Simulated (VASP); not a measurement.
# CsMgBiO3 (P1) in VASP: single point with PBE

Aim: the single point of CsMgBiO3 with PBE.

Everything below comes from runs of VASP 6.6.1. Logs are shortened: lines on timing, memory, paths and dates and some standing lists are left out, and cuts for length are marked.

## (1) The cell of the first run

The typed cell holds 6 atoms: a = 5.323 Å, b = 5.323 Å, c = 5.323 Å, α = 74.73°, β = 74.73°, γ = 74.73°.

## (2) Single point, PBE

INCAR reads:

```
PREC     = Accurate       # precision mode
ENCUT    = 750            # plane-wave cutoff, eV
EDIFF    = 1E-6           # SCF threshold, eV
ISMEAR   = 0              # smearing method
SIGMA    = 0.01           # smearing width, eV
LREAL    = F              # projectors in reciprocal space
LASPH    = T              # aspherical terms in the spheres
NELM     = 120            # most SCF steps
ALGO     = Normal         # electronic algorithm
ISIF     = 2              # what is computed and relaxed
LWAVE    = F              # write WAVECAR
LCHARG   = F              # write CHGCAR
GGA      = PE             # functional
NBANDS   = 35             # bands
GGA_COMPAT= F
```

KPOINTS reads:

```
Automatic mesh
0
Gamma
  2 2 2
```

POSCAR reads:

```
CsMgBiO3
1.0
    3.2305168900      1.8651397900      3.7970092100
   -3.2305168900      1.8651397900      3.7970092100
    0.0000000000     -3.7302795900      3.7970092100
Cs Mg Bi O
1 1 1 3
Direct
    0.9143940294      0.9300200118      0.9161281172
    0.3000974380      0.2942813409      0.3074615409
    0.5672329209      0.5621232123      0.5658401764
    0.5153905345      0.9697029712      0.4546750313
    0.4696270922      0.4880095994      0.9831220983
    0.9819077226      0.4549836860      0.5217285443
```

Potentials or basis: VASP PAW PBE potentials, release 64 (Cs_sv, Mg_sv, Bi_d, O).

Launch:

```
$ cat potpaw_PBE.64/Cs_sv/POTCAR potpaw_PBE.64/Mg_sv/POTCAR potpaw_PBE.64/Bi_d/POTCAR potpaw_PBE.64/O/POTCAR > POTCAR
$ mpirun -np 1 vasp_std > vasp.out
```

OUTCAR:

```text
PREC = Accurate
   ENCUT = 750
   EDIFF = 1E-6
   ISMEAR = 0
   LREAL = F
   LASPH = T
   NELM = 120
   ISIF = 2
   GGA = PE

 ion  position               nearest neighbor table
   1  0.914  0.930  0.916-
   2  0.300  0.294  0.307-   5 1.89   4 1.91   6 1.91   3 3.01
   3  0.567  0.562  0.566-   4 2.06   6 2.09   5 2.10   2 3.01
   4  0.515  0.970  0.455-   2 1.91   3 2.06
   5  0.470  0.488  0.983-   2 1.89   3 2.10
   6  0.982  0.455  0.522-   2 1.91   3 2.09

  LATTYP: Found a trigonal (rhomboedric) cell.
 ALAT       =     5.3228060977
 COS(alpha) =     0.2632964948

  Lattice vectors:

 A1 = (   3.2305168900,   1.8651397900,   3.7970092100)
 A2 = (  -3.2305168900,   1.8651397900,   3.7970092100)
 A3 = (   0.0000000000,  -3.7302795900,   3.7970092100)

Analysis of symmetry for initial positions (statically):
=====================================================================
 Subroutine PRICEL returns:
 Original cell was already a primitive cell.

 Routine SETGRP: Setting up the symmetry group for a
 trigonal (rhombohedral) supercell.

 Subroutine GETGRP returns: Found  1 space group operations
 (whereof  1 operations were pure point group operations)
 out of a pool of 12 trial point group operations.

The static configuration has the point symmetry C_1 .

Analysis of symmetry for dynamics (positions and initial velocities):
=====================================================================
 Subroutine PRICEL returns:
 Original cell was already a primitive cell.

 Routine SETGRP: Setting up the symmetry group for a
 trigonal (rhombohedral) supercell.

 Subroutine GETGRP returns: Found  1 space group operations
 (whereof  1 operations were pure point group operations)
 out of a pool of 12 trial point group operations.

The dynamic configuration has the point symmetry C_1 .

 Subroutine INISYM returns: Found  1 space group operations
 (whereof  1 operations are pure point group operations),
 and found     1 'primitive' translations

----------------------------------------------------------------------------------------

                                     Primitive cell

  volume of cell :     137.2702

[... 78 lines left out ...]
   NELM   =    120;   NELMIN=  2; NELMDL= -5     # of ELM steps
   EDIFF  = 0.1E-05   stopping-criterion for ELM
   LREAL  =      F    real-space projection
   EDIFFG = 0.1E-04   stopping-criterion for IOM
   NSW    =      0    number of steps for IOM
   IBRION =     -1    ionic relax: 0-MD 1-quasi-New 2-CG
   NFREE  =      0    steps in history (QN), initial steepest desc. (CG)
   ISIF   =      2    stress and relaxation
   ISYM   =      2    0-nonsym 1-usesym 2-fastsym
   POTIM  = 0.5000    time-step for ionic-motion
   TEBEG  =    0.0;   TEEND  =   0.0 temperature during run
   PSTRESS=    0.0 pullay stress
   NELECT =      52.0000    total number of electrons
   NUPDOWN=      -1.0000    fix difference up-down
   EMIN   =  10.00;   EMAX   =-10.00  energy-range for DOS
   EFERMI =   0.00;   METHOD = LEGACY
   ISMEAR =     0;   SIGMA  =   0.01  broadening in eV -4-tet -1-fermi 0-gaus
   EFERMI_NEDOS =   21; number of points for ismear=-14 and -15
   IALGO  =     38    algorithm
   IMIX   =      4    mixing-type and parameters
     AMIX     =   0.40;   BMIX     =  1.00
     AMIX_MAG =   1.60;   BMIX_MAG =  1.00
  volume/ion in A,a.u.               =      22.88       154.39
  Fermi-wavevector in a.u.,A,eV,Ry     =   1.184542  2.238460 19.090879  1.403140
  Thomas-Fermi vector in A             =   2.320754
   LORBIT       =      0    0 simple, 1 ext, 2 COOP (PROOUT), +10 PAW based schemes
   GGA     = PE    functional components
   LHFCALC =     F    Hartree Fock is set to
   AEXX    =    0.0000 exact exchange contribution
   IVDW    =     0    specifies the selected vdW correction
   LEPSILON=     F    determine dielectric tensor
   LRPA    =     F    only Hartree local field effects (RPA)
 non-spin polarized calculation
 Gauss-broadening in eV      SIGMA  =   0.01
  energy-cutoff  :      750.00
  volume of cell :      137.27
 maximum number of plane-waves:      6424
 NGX is ok and might be reduce to    48
   NGX = 23   NGY = 23   NGZ = 23

 number of electron      52.0000002 magnetization

 Free energy of the ion-electron system (eV)
  ---------------------------------------------------
  ext. energy  EPLUGINS =         0.00000000
  ---------------------------------------------------
  free energy    TOTEN  =       -30.33757508 eV

  energy without entropy =      -30.33757508  energy(sigma->0) =      -30.33757508

 E-fermi :   1.9246     XC(G=0):  -8.4398

 val. band max:        1.7735839735   @ k =   0.5000   0.5000   0.5000
 cond. band min:       4.2766493166   @ k =   0.5000   0.5000   0.5000
 fundamental gap:      2.5030653431
 Fermi energy:         1.9245882176

 k-point     1 :       0.0000    0.0000    0.0000
  band No.  band energies     occupation
      1     -71.9937      2.00000
      2     -38.8926      2.00000
      3     -38.7076      2.00000
      4     -38.6963      2.00000
      5     -20.5441      2.00000
      6     -20.5059      2.00000
[... 293 lines left out ...]
     34       9.7907      0.00000
     35      10.0011      0.00000

------------------------ aborting loop because EDIFF is reached ----------------------------------------

  FORCE on cell =-STRESS in cart. coord.  units (eV):
  Direction    XX          YY          ZZ          XY          YZ          ZX
  --------------------------------------------------------------------------------------
  -------------------------------------------------------------------------------------
  Total        0.7937486      0.8384041      2.2570416     -0.4249356      0.3559848     -0.4815266
  in kB        9.2643990      9.7856043     26.3435221     -4.9597225      4.1549489     -5.6202357
  external PRESSURE =      15.1311751 kB  Pullay stress =       0.0000000 kB

 VOLUME and BASIS-vectors are now :
 -----------------------------------------------------------------------------
  energy-cutoff  :      750.00
  volume of cell :      137.27
      direct lattice vectors                 reciprocal lattice vectors
     3.230516890  1.865139790  3.797009210     0.154773993  0.089358807  0.087788392
    -3.230516890  1.865139790  3.797009210    -0.154773993  0.089358807  0.087788392
     0.000000000 -3.730279590  3.797009210     0.000000000 -0.178717614  0.087788392

 POSITION                                       TOTAL-FORCE (eV/Angst)
 -----------------------------------------------------------------------------------
     -0.05048      0.02268     10.48180         0.164973     -0.100653     -0.089541
      0.01879     -0.03832      3.42430        -0.045576      0.039943     -0.005062
      0.01651     -0.00434      6.43668         0.410918     -0.296572     -0.102512
     -1.46766      1.07384      7.36532        -0.265930      0.030300      0.290082
     -0.05938     -1.88119      7.36908        -0.159932      0.281999     -0.017983
      1.70224      0.73381      7.43690        -0.104453      0.044984     -0.074984
 -----------------------------------------------------------------------------------
    total drift:                                0.000084     -0.000309      0.000422

  FREE ENERGIE OF THE ION-ELECTRON SYSTEM (eV)
  ---------------------------------------------------
  free  energy   TOTEN  =       -30.3375750840 eV

  energy  without entropy=      -30.3375750840  energy(sigma->0) =      -30.33757508
```

OSZICAR:

```text
N       E                     dE             d eps       ncg     rms          rms(c)
DAV:   1     0.647665917262E+03    0.64767E+03   -0.32671E+04   560   0.198E+03
DAV:   2     0.566444909524E+02   -0.59102E+03   -0.56395E+03   600   0.494E+02
DAV:   3    -0.321624736280E+02   -0.88807E+02   -0.87438E+02   768   0.181E+02
DAV:   4    -0.380714321731E+02   -0.59090E+01   -0.58681E+01   765   0.432E+01
DAV:   5    -0.386343467386E+02   -0.56291E+00   -0.56273E+00   800   0.845E+00    0.164E+01
DAV:   6    -0.302444533929E+02    0.83899E+01   -0.35475E+01   807   0.623E+01    0.579E+00
DAV:   7    -0.304350560439E+02   -0.19060E+00   -0.53534E+00   624   0.113E+01    0.368E+00
DAV:   8    -0.303966044171E+02    0.38452E-01   -0.11090E+00   759   0.656E+00    0.173E+00
DAV:   9    -0.303304435748E+02    0.66161E-01   -0.30984E-01   856   0.346E+00    0.271E-01
DAV:  10    -0.303352935795E+02   -0.48500E-02   -0.23026E-02   620   0.800E-01    0.119E-01
DAV:  11    -0.303373535858E+02   -0.20600E-02   -0.27273E-03   640   0.275E-01    0.442E-02
DAV:  12    -0.303375396772E+02   -0.18609E-03   -0.49733E-04   818   0.124E-01    0.339E-02
DAV:  13    -0.303375690713E+02   -0.29394E-04   -0.63996E-05   640   0.588E-02    0.174E-02
DAV:  14    -0.303375730292E+02   -0.39578E-05   -0.34817E-05   719   0.352E-02    0.554E-03
DAV:  15    -0.303375749054E+02   -0.18762E-05   -0.67704E-06   568   0.162E-02    0.253E-03
DAV:  16    -0.303375750840E+02   -0.17862E-06   -0.76918E-07   490   0.646E-03
   1 F= -.30337575E+02 E0= -.30337575E+02  d E =-.659605-102
```

It took 3 min on 1 thread of AMD EPYC 7R43 (Zen 3), shared host; peak memory 0.32 GiB.

Results:

```
Free energy            : -30.3376 eV
Pressure               : 1.5 GPa
Largest force          : 0.517 eV/Å
Band gap on the k mesh : 2.50 eV
```

Forces in eV/Å, atoms in the order of the input:
```
Cs   0.165 -0.101 -0.090
Mg  -0.046  0.040 -0.005
Bi   0.411 -0.297 -0.103
O   -0.266  0.030  0.290
O   -0.160  0.282 -0.018
O   -0.104  0.045 -0.075
```

Caveat: the k points lie up to 0.63 Å⁻¹ apart; spin-orbit coupling is left out, which moves the levels of the heavy elements.
